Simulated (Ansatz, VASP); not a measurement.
**Two plane-wave programs on Ti2GaS3**

```
Ti Ga S
1.0
     3.32894   -0.00072    0.00051
    -1.66509    2.88363    0.00023
     0.00334    0.00367   21.68743
Ti Ga S
4 2 6
Cartesian
  0.0076 0.0034 3.7836
  -1.6665 2.8856 14.6259
  -1.6582 2.8867 7.0663
  -1.6668 2.8847 17.9028
  -0.0007 -0.0090 -0.0168
  1.6562 2.8889 10.8478
  0.0070 1.9255 2.3016
  -0.0018 1.9245 13.1411
  0.0068 1.9255 5.4265
  -0.0022 1.9236 16.2654
  0.0057 1.9248 8.5507
  -0.0024 1.9228 19.3895
```

Change from the starting cell: cell x2, atoms moved at random (sigma 0.1 Å) and cell strained at random (1.5 %), then relaxed without symmetry.

Alike in both runs: functional PBE; k mesh 6 × 6 × 1; occupations gaussian, width 0.2 eV; no spin polarisation.

Ansatz relaxed the structure, and its values are those at the end. VASP's run is a single point on that final structure, the one shown.

|  | VASP | Ansatz |
| --- | --- | --- |
| version | VASP 6.6.1 | Ansatz 0.2.0 |
| potentials or method | VASP PAW PBE potentials, release 64 (Ti_sv, Ga_d, S), cutoff 520 eV | scalar-relativistic, plane waves, PAW |
| valence electrons in the cell | 110 | 110 |

```csv
,VASP,Ansatz,Ansatz less VASP
gap on the k mesh at the Fermi level (eV),none,none,-
pressure (GPa),-0.2,-0.2,-0.01
rms of the force components (eV/Å),0.008,0.006,-0.0017
```

A gap of «none» marks a metal or a gap that the smearing closes. With one functional, cell and mesh, what is left measures potentials, basis and numerics.

The k mesh is coarse, so the values compare programs but aren't converged.
